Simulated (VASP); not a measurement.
# P (Cmce) in VASP: further runs

P is run at these levels: LDA, PBE, r2SCAN; tasks: single point.

All numbers are computed with VASP 6.6.1; they aren't measurements. Logs are shortened: lines on timing, memory, paths and dates and some standing lists are left out, and cuts for length are marked.

## 1. The cell of the first run

Symmetry: Cmce, No. 64, orthorhombic system. Conventional cell: a = 3.316 Å, b = 10.484 Å, c = 4.379 Å, α = 90.00°, β = 90.00°, γ = 90.00°. P (site symmetry m) has 3 P at 2.22 to 2.24 Å within 2.9 Å.

## 2. Single point, LDA

File INCAR:

```
PREC     = Accurate       # precision mode
ENCUT    = 520            # plane-wave cutoff, eV
EDIFF    = 1E-6           # SCF threshold, eV
ISMEAR   = 0              # smearing method
SIGMA    = 0.03           # smearing width, eV
LREAL    = False          # projectors in reciprocal space
LASPH    = True           # aspherical terms in the spheres
NELM     = 60             # most SCF steps
ALGO     = Normal         # electronic algorithm
ISIF     = 2              # what is computed and relaxed
LWAVE    = False          # write WAVECAR
LCHARG   = False          # write CHGCAR
NBANDS   = 18             # bands
```

File KPOINTS:

```
Automatic mesh
0
Gamma
  10 10 8
```

File POSCAR:

```
P
1.0
    1.6582000000     -5.2420000000      0.0000000000
    1.6582000000      5.2420000000      0.0000000000
    0.0000000000      0.0000000000      4.3793000000
P
4
Direct
    0.8983800000      0.1016200000      0.0806800000
    0.6016200000      0.3983800000      0.5806800000
    0.1016200000      0.8983800000      0.9193200000
    0.3983800000      0.6016200000      0.4193200000
```

Potentials or basis: VASP PAW LDA potentials, release 64 (P).

The run is started by

```
cat potpaw_LDA.64/P/POTCAR > POTCAR
mpirun -np 1 vasp_std > vasp.out
```

OUTCAR:

```text
PREC = Accurate
   ENCUT = 520
   EDIFF = 1E-6
   ISMEAR = 0
   LREAL = False
   LASPH = True
   NELM = 60
   ISIF = 2

 ion  position               nearest neighbor table
   1  0.898  0.102  0.081-   4 2.22   4 2.22   3 2.24
   2  0.602  0.398  0.581-   3 2.22   3 2.22   4 2.24
   3  0.102  0.898  0.919-   2 2.22   2 2.22   1 2.24
   4  0.398  0.602  0.419-   1 2.22   1 2.22   2 2.24

  LATTYP: Found a base centered orthorhombic cell.
 ALAT       =     3.3164000000
 B/A-ratio  =     3.1612591967
 C/A-ratio  =     1.3204981305

  Lattice vectors:

 A1 = (   1.6582000000,  -5.2420000000,   0.0000000000)
 A2 = (   1.6582000000,   5.2420000000,   0.0000000000)
 A3 = (   0.0000000000,   0.0000000000,   4.3793000000)

Analysis of symmetry for initial positions (statically):
=====================================================================
 Subroutine PRICEL returns:
 Original cell was already a primitive cell.

 Routine SETGRP: Setting up the symmetry group for a
 base centered orthorhombic supercell.

 Subroutine GETGRP returns: Found  8 space group operations
 (whereof  4 operations were pure point group operations)
 out of a pool of  8 trial point group operations.

The static configuration has the point symmetry C_2h.
 The point group associated with its full space group is D_2h.

Analysis of symmetry for dynamics (positions and initial velocities):
=====================================================================
 Subroutine PRICEL returns:
 Original cell was already a primitive cell.

 Routine SETGRP: Setting up the symmetry group for a
 base centered orthorhombic supercell.

 Subroutine GETGRP returns: Found  8 space group operations
 (whereof  4 operations were pure point group operations)
 out of a pool of  8 trial point group operations.

The dynamic configuration has the point symmetry C_2h.
 The point group associated with its full space group is D_2h.

 Subroutine INISYM returns: Found  8 space group operations
 (whereof  4 operations are pure point group operations),
 and found     1 'primitive' translations

----------------------------------------------------------------------------------------

                                     Primitive cell

  volume of cell :      76.1322

  direct lattice vectors                    reciprocal lattice vectors
     1.658200000 -5.242000000  0.000000000     0.301531781 -0.095383441  0.000000000
     1.658200000  5.242000000  0.000000000     0.301531781  0.095383441  0.000000000
     0.000000000  0.000000000  4.379300000     0.000000000  0.000000000  0.228346996

  length of vectors
     5.498017028  5.498017028  4.379300000     0.316258464  0.316258464  0.228346996

  position of ions in fractional coordinates (direct lattice)
     0.898380000  0.101620000  0.080680000
     0.601620000  0.398380000  0.580680000
     0.101620000  0.898380000  0.919320000
     0.398380000  0.601620000  0.419320000

  ion indices of the primitive-cell ions
   primitive index   ion index
                 1           1
                 2           2
                 3           3
                 4           4

----------------------------------------------------------------------------------------

 KPOINTS: Automatic mesh

Automatic generation of k-mesh.
 Grid dimensions read from file:
 generate k-points for:   10   10    8

 Generating k-lattice:

  Cartesian coordinates                     Fractional coordinates (reciprocal lattice)
     0.030153178 -0.009538344  0.000000000     0.100000000  0.000000000  0.000000000
     0.030153178  0.009538344  0.000000000     0.000000000  0.100000000  0.000000000
     0.000000000  0.000000000  0.028543375     0.000000000  0.000000000  0.125000000

  Length of vectors
     0.031625846  0.031625846  0.028543375

  Shift w.r.t. Gamma in fractional coordinates (k-lattice)
     0.000000000  0.000000000  0.000000000

 Subroutine IBZKPT returns following result:
 ===========================================

 Found    155 irreducible k-points:

 Following reciprocal coordinates:
            Coordinates               Weight
  0.000000  0.000000  0.000000      1.000000
  0.100000  0.000000  0.000000      4.000000
  0.200000  0.000000  0.000000      4.000000
  0.300000  0.000000  0.000000      4.000000
  0.400000  0.000000  0.000000      4.000000
  0.500000  0.000000  0.000000      2.000000
[... 16 lines left out ...]
  0.300000  0.300000  0.000000      2.000000
  0.400000  0.300000  0.000000      4.000000
 [... further k-points ...]
   k-points           NKPTS =    155   k-points in BZ     NKDIM =    155   number of bands    NBANDS=     18
   number of dos      NEDOS =    301   number of ions     NIONS =      4
   total plane-waves  NPLWV =  63504
   dimension x,y,z NGX =    42 NGY =   42 NGZ =   36
   dimension x,y,z NGXF=    84 NGYF=   84 NGZF=   72
   ions per type =               4
   NGX,Y,Z   is equivalent  to a cutoff of  12.70, 12.70, 13.67 a.u.
   NGXF,Y,Z  is equivalent  to a cutoff of  25.40, 25.40, 27.33 a.u.
 SYSTEM =  unknown system
   PREC   = accura    normal or accurate (medium, high low for compatibility)
   ISTART =      0    job   : 0-new  1-cont  2-samecut
   ICHARG =      2    charge: 1-file 2-atom 10-const
   ISPIN  =      1    spin polarized calculation?
   LNONCOLLINEAR =      F non collinear calculations
   LSORBIT =      F    spin-orbit coupling
   LASPH  =      T    aspherical Exc in radial PAW
   ENCUT  =  520.0 eV  38.22 Ry    6.18 a.u.  10.22 10.22  8.14*2*pi/ulx,y,z
   NELM   =     60;   NELMIN=  2; NELMDL= -5     # of ELM steps
   EDIFF  = 0.1E-05   stopping-criterion for ELM
   LREAL  =      F    real-space projection
   EDIFFG = 0.1E-04   stopping-criterion for IOM
   NSW    =      0    number of steps for IOM
   IBRION =     -1    ionic relax: 0-MD 1-quasi-New 2-CG
   NFREE  =      0    steps in history (QN), initial steepest desc. (CG)
   ISIF   =      2    stress and relaxation
   ISYM   =      2    0-nonsym 1-usesym 2-fastsym
   POTIM  = 0.5000    time-step for ionic-motion
   TEBEG  =    0.0;   TEEND  =   0.0 temperature during run
   PSTRESS=    0.0 pullay stress
   NELECT =      20.0000    total number of electrons
   NUPDOWN=      -1.0000    fix difference up-down
   EMIN   =  10.00;   EMAX   =-10.00  energy-range for DOS
   EFERMI =   0.00;   METHOD = LEGACY
   ISMEAR =     0;   SIGMA  =   0.03  broadening in eV -4-tet -1-fermi 0-gaus
   EFERMI_NEDOS =   21; number of points for ismear=-14 and -15
   IALGO  =     38    algorithm
   IMIX   =      4    mixing-type and parameters
     AMIX     =   0.40;   BMIX     =  1.00
     AMIX_MAG =   1.60;   BMIX_MAG =  1.00
  volume/ion in A,a.u.               =      19.03       128.44
  Fermi-wavevector in a.u.,A,eV,Ry     =   1.048484  1.981348 14.957149  1.099319
  Thomas-Fermi vector in A             =   2.183408
   LORBIT       =      0    0 simple, 1 ext, 2 COOP (PROOUT), +10 PAW based schemes
   GGA     = CA    functional components
   LHFCALC =     F    Hartree Fock is set to
   AEXX    =    0.0000 exact exchange contribution
   IVDW    =     0    specifies the selected vdW correction
   LEPSILON=     F    determine dielectric tensor
   LRPA    =     F    only Hartree local field effects (RPA)
 non-spin polarized calculation
 Gauss-broadening in eV      SIGMA  =   0.03
  energy-cutoff  :      520.00
  volume of cell :       76.13
 maximum number of plane-waves:      2076
 NGX is ok and might be reduce to    42
   NGX = 21   NGY = 21   NGZ = 17

 number of electron      19.9999999 magnetization

 Free energy of the ion-electron system (eV)
  ---------------------------------------------------
  ext. energy  EPLUGINS =         0.00000000
  ---------------------------------------------------
  free energy    TOTEN  =       -24.06603934 eV

  energy without entropy =      -24.06585577  energy(sigma->0) =      -24.06594755

 E-fermi :   6.5709     XC(G=0): -10.0637

 val. band max:        6.5466790707   @ k =   0.5000   0.2000   0.0000
 cond. band min:       6.5720486904   @ k =   0.5000   0.4000   0.0000
 fundamental gap:      0.0253696198
 Fermi energy:         6.5708657481

 k-point     1 :       0.0000    0.0000    0.0000
  band No.  band energies     occupation
      1      -9.2951      2.00000
      2      -6.2444      2.00000
      3      -3.0161      2.00000
      4      -0.4837      2.00000
      5       1.5441      2.00000
      6       1.8786      2.00000
[... 10 lines left out ...]
     17      13.6277      0.00000
     18      13.8754      0.00000

 k-point     2 :       0.1000    0.0000    0.0000
  band No.  band energies     occupation
      1      -9.1714      2.00000
      2      -6.1367      2.00000
      3      -3.0862      2.00000
      4      -0.3646      2.00000
      5       1.5264      2.00000
      6       1.6494      2.00000
[... 10 lines left out ...]
     17      12.6329      0.00000
     18      13.5563      0.00000

 k-point     3 :       0.2000    0.0000    0.0000
  band No.  band energies     occupation
      1      -8.8026      2.00000
      2      -5.8128      2.00000
      3      -3.4118      2.00000
      4      -0.0178      2.00000
      5       0.4034      2.00000
      6       1.0136      2.00000
[... 10 lines left out ...]
     17      11.2254      0.00000
     18      13.3792      0.00000

 k-point     4 :       0.3000    0.0000    0.0000
  band No.  band energies     occupation
      1      -8.1976      2.00000
      2      -5.2713      2.00000
      3      -4.1729      2.00000
      4      -1.0029      2.00000
      5       0.5113      2.00000
      6       0.6623      2.00000
[... 10 lines left out ...]
     17      13.0679      0.00000
     18      13.2422      0.00000

 k-point     5 :       0.4000    0.0000    0.0000
  band No.  band energies     occupation
      1      -7.3738      2.00000
      2      -5.2466      2.00000
      3      -4.5113      2.00000
      4      -2.3537      2.00000
      5       0.8631      2.00000
      6       1.0641      2.00000
[... 10 lines left out ...]
     17      13.1182      0.00000
     18      13.1697      0.00000

 k-point     6 :       0.5000    0.0000    0.0000
  band No.  band energies     occupation
      1      -6.3660      2.00000
      2      -6.3660      2.00000
      3      -3.5350      2.00000
      4      -3.5350      2.00000
      5       1.1973      2.00000
      6       1.1973      2.00000
[... 307 lines left out ...]
 k-point    21 :      -0.3000    0.2000    0.0000
  band No.  band energies     occupation
      1      -9.0680      2.00000
      2      -6.4122      2.00000
      3      -3.0368      2.00000
      4      -0.0089      2.00000
      5       1.2369      2.00000
      6       1.5602      2.00000
[... 10 lines left out ...]
     17      11.8315      0.00000
     18      12.7932      0.00000

 k-point    22 :      -0.2000    0.2000    0.0000
  band No.  band energies     occupation
      1      -9.2217      2.00000
      2      -6.4454      2.00000
      3      -2.9721      2.00000
      4      -0.2348      2.00000
      5       1.5256      2.00000
      6       1.5532      2.00000
[... 10 lines left out ...]
     17      12.7076      0.00000
     18      13.6883      0.00000

 k-point    23 :       0.3000    0.3000    0.0000
  band No.  band energies     occupation
      1      -7.2270      2.00000
      2      -5.3453      2.00000
      3      -4.8745      2.00000
      4      -2.0205      2.00000
      5       0.8262      2.00000
      6       1.4969      2.00000
[... 10 lines left out ...]
     17      13.0604      0.00000
     18      13.4837      0.00000

 k-point    24 :       0.4000    0.3000    0.0000
  band No.  band energies     occupation
      1      -8.0196      2.00000
      2      -5.7087      2.00000
      3      -4.2388      2.00000
      4      -0.6803      2.00000
      5       0.6363      2.00000
      6       1.2348      2.00000
[... 10 lines left out ...]
     17      12.6519      0.00000
     18      13.2060      0.00000

 [... further k-points ...]

------------------------ aborting loop because EDIFF is reached ----------------------------------------

  FORCE on cell =-STRESS in cart. coord.  units (eV):
  Direction    XX          YY          ZZ          XY          YZ          ZX
  --------------------------------------------------------------------------------------
  -------------------------------------------------------------------------------------
  Total       -1.6585134     -0.8151559     -1.3258619      0.0000000      0.0000000      0.0000000
  in kB      -34.9028547    -17.1546817    -27.9023164      0.0000000      0.0000000      0.0000000
  external PRESSURE =     -26.6532843 kB  Pullay stress =       0.0000000 kB

 VOLUME and BASIS-vectors are now :
 -----------------------------------------------------------------------------
  energy-cutoff  :      520.00
  volume of cell :       76.13
      direct lattice vectors                 reciprocal lattice vectors
     1.658200000 -5.242000000  0.000000000     0.301531781 -0.095383441  0.000000000
     1.658200000  5.242000000  0.000000000     0.301531781  0.095383441  0.000000000
     0.000000000  0.000000000  4.379300000     0.000000000  0.000000000  0.228346996

 POSITION                                       TOTAL-FORCE (eV/Angst)
 -----------------------------------------------------------------------------------
      1.65820     -4.17662      0.35332         0.000000     -0.012001      0.053380
      1.65820     -1.06538      2.54297         0.000000      0.012001      0.053380
      1.65820      4.17662      4.02598         0.000000      0.012001     -0.053380
      1.65820      1.06538      1.83633         0.000000     -0.012001     -0.053380
 -----------------------------------------------------------------------------------
    total drift:                               -0.000000     -0.000000     -0.000000

  FREE ENERGIE OF THE ION-ELECTRON SYSTEM (eV)
  ---------------------------------------------------
  free  energy   TOTEN  =       -24.0660393365 eV

  energy  without entropy=      -24.0658557660  energy(sigma->0) =      -24.06594755
```

Run time: 2 min. Hardware: 1 thread of Intel Xeon 6975P-C (Granite Rapids), shared host; peak memory 0.28 GiB.

Results:

| Item | Value |
| --- | --- |
| Free energy | -24.0660 eV |
| Pressure | -2.7 GPa |
| Largest force | 0.055 eV/Å |
| Band gap on the k mesh | zero (bands 10 and 11 overlap by 0.08 eV) |

Forces on the atoms (eV/Å):
```
P    0.000 -0.012  0.053
P    0.000  0.012  0.053
P    0.000  0.012 -0.053
P    0.000 -0.012 -0.053
```

## 3. Single point, PBE

File INCAR:

```
SYSTEM = P
  PREC = Accurate
  ENCUT = 520
  EDIFF = 1E-6
  ISMEAR = 0
  SIGMA = 0.03
  LREAL = .False.
  LASPH = .True.
  NELM = 80
  ALGO = Normal
  ISIF = 2
  LWAVE = .False.
  LCHARG = .True.
  GGA = PE
  LELF = .True.
  LVHAR = .True.
  NBANDS = 18
```

File KPOINTS:

```
regular mesh
0
Gamma
  10 10 8
  0 0 0
```

POSCAR is that of step 2.

Potentials or basis: VASP PAW PBE potentials, release 64 (P).

The run is started by

```
cat potpaw_PBE.64/P/POTCAR > POTCAR
mpirun -np 1 vasp_std > vasp.out
```

Run time: 2.1 min. Hardware: 1 thread of Intel Xeon 6975P-C (Granite Rapids), shared host; peak memory 0.32 GiB.

Results (log left out):

| Property | Result |
| --- | --- |
| Free energy | -21.4676 eV |
| Pressure | 1.8 GPa |
| Largest force | 0.057 eV/Å |
| Band gap on the k mesh | 0.04 eV (least direct gap 0.15 eV) |

Forces in eV/Å, atoms in the order of the input:
```
P    0.000  0.055 -0.016
P    0.000 -0.055 -0.016
P    0.000 -0.055  0.016
P    0.000  0.055  0.016
```

Stress tensor (GPa, compression positive):
```
1.24 0.00 0.00
0.00 2.38 0.00
0.00 0.00 1.66
```

Levels at points of the mesh, in eV from the valence-band top:
| k point | band 8 | band 9 | band 10 | band 11 | band 12 | band 13 |
| --- | --- | --- | --- | --- | --- | --- |
| (0.00, 0.00, 0.00) | -2.93 | -2.65 | -1.47 | 0.66 | 1.03 | 1.80 |
| (0.50, 0.00, 0.00) | -3.43 | -2.77 | -2.77 | 0.70 | 0.70 | 1.11 |
| (0.50, 0.50, 0.00) | -2.34 | -1.70 | -0.12 | 0.17 | 0.60 | 2.16 |
| (0.00, 0.00, 0.50) | -3.26 | -1.41 | -1.41 | 1.34 | 1.34 | 2.48 |
| (0.50, 0.00, 0.50) | -5.66 | -2.04 | -2.04 | 1.59 | 1.59 | 3.82 |
| (0.50, 0.50, 0.50) | -2.69 | -1.73 | -1.73 | 1.31 | 1.31 | 2.49 |

Caveat: semilocal functionals underestimate gaps, and a narrow one can read as zero. A k mesh can miss the band edges.

## 4. Single point, r2SCAN

POSCAR is that of step 3.

File INCAR.step1:

```
PREC = Accurate
ENCUT = 520
ISMEAR = 0
SIGMA = 0.03
LREAL = F
LASPH = T
NELM = 60
NBANDS = 18
GGA = PE
ALGO = Normal
EDIFF = 1E-4
LWAVE = T
LCHARG = F
```

File INCAR.step2:

```
PREC = Accurate
ENCUT = 520
EDIFF = 1E-6
ISMEAR = 0
SIGMA = 0.03
LREAL = F
LASPH = T
NELM = 60
ALGO = Normal
ISIF = 2
LWAVE = F
LCHARG = F
METAGGA = R2SCAN
LMIXTAU = T
NBANDS = 18
ISTART = 1
```

File KPOINTS:

```
Automatic mesh
0
Gamma
  10 10 8
```

The run is started by

```
cat potpaw_PBE.64/P/POTCAR > POTCAR
cp INCAR.step1 INCAR
mpirun -np 1 vasp_std > vasp.out
cp INCAR.step2 INCAR
mpirun -np 1 vasp_std > vasp.out
```

It took 7 min on 1 thread of Intel Xeon 6975P-C (Granite Rapids), shared host; peak memory 0.33 GiB.

The run converged. Its results:

```yaml
Free_energy: -35.8753 eV
Pressure: 0.3 GPa
Largest_force: 0.297 eV/Å
Band_gap_on_the_k_mesh: 0.15 eV
```

Forces on the atoms (eV/Å):
```
P    0.000 -0.121  0.271
P    0.000  0.121  0.271
P    0.000  0.121 -0.271
P    0.000 -0.121 -0.271
```

Stress tensor (GPa, compression positive):
```
-0.18  0.00  0.00
 0.00  1.06  0.00
 0.00  0.00  0.12
```

Levels at points of the mesh, in eV from the valence-band top:
```csv
k point,band 8,band 9,band 10,band 11,band 12,band 13
"(0.00, 0.00, 0.00)",-3.09,-2.86,-1.56,0.78,1.26,2.03
"(0.50, 0.00, 0.00)",-3.63,-2.88,-2.88,0.91,0.91,1.28
"(0.50, 0.50, 0.00)",-2.54,-1.81,0.00,0.15,0.82,2.42
"(0.00, 0.00, 0.50)",-3.50,-1.49,-1.49,1.58,1.58,2.64
"(0.50, 0.00, 0.50)",-5.87,-2.17,-2.17,1.80,1.80,4.07
"(0.50, 0.50, 0.50)",-2.86,-1.79,-1.79,1.51,1.51,2.78
```

Caveat: semilocal functionals underestimate gaps, and a narrow one can read as zero; the PAW data sets were made with another functional, which shifts forces and pressure a little. A k mesh can miss the band edges.

## 5. Summary

```csv
level,potentials or basis,gap on the mesh (eV),pressure (GPa),largest force (eV/Å)
LDA,"VASP PAW LDA potentials, release 64 (P)",none,-2.7,0.05
PBE,"VASP PAW PBE potentials, release 64 (P)",0.04,1.8,0.06
r2SCAN,"VASP PAW PBE potentials, release 64 (P)",0.15,0.3,0.30
```

Alike in all rows: task single point; no spin polarisation; cell as given; k mesh 10 × 10 × 8; cutoff (eV) 520; smearing gaussian 0.03 eV.

Caveats: semilocal functionals underestimate gaps, and a narrow one can read as zero (at least some runs); the PAW data sets were made with another functional, which shifts forces and pressure a little (at least some runs).

Absolute energies hang on the potentials; compare differences alone.

The gap in the log of VASP goes by the Fermi energy; the results here count the filled bands.